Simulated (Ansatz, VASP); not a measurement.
## TeW in VASP and in Ansatz

```
W Te
1.0
     0.00000    3.06066    3.06066
     3.06066    0.00000    3.06066
     3.06066    3.06066    0.00000
W Te
1 1
Cartesian
  0.0000 0.0000 0.0000
  1.5303 1.5303 1.5303
```

Alike in both runs: functional PBE; k mesh 6 × 6 × 6; occupations gaussian, width 0.1 eV; collinear spin.

Ansatz relaxed the structure, and its values are those at the end. VASP's run is a single point on that final structure, the one shown.

```csv
,VASP,Ansatz
version,VASP 6.6.1,Ansatz 0.2.0
potentials or method,"VASP PAW PBE potentials, release 64 (W_sv, Te), cutoff 520 eV","scalar-relativistic, plane waves, PAW"
valence electrons in the cell,20,30
```

|  | VASP | Ansatz | Ansatz less VASP |
| --- | --- | --- | --- |
| gap on the k mesh at the Fermi level (eV) | none | none | - |
| pressure (GPa) | 0.1 | 0.2 | +0.01 |
| net moment per atom (μB) | 0.70 | 0.70 | 0.000 |
| size of the moment on the site where the two differ most (μB) | 1.10 | 0.95 | -0.151 |

Site moments also hang on the region over which each program counts them. A gap of «none» marks a metal or a gap that the smearing closes. VASP's potentials hold 20 valence electrons a cell and Ansatz's 30, so a difference there can come from the potentials and not from the codes.

Neither program's run includes spin-orbit coupling.
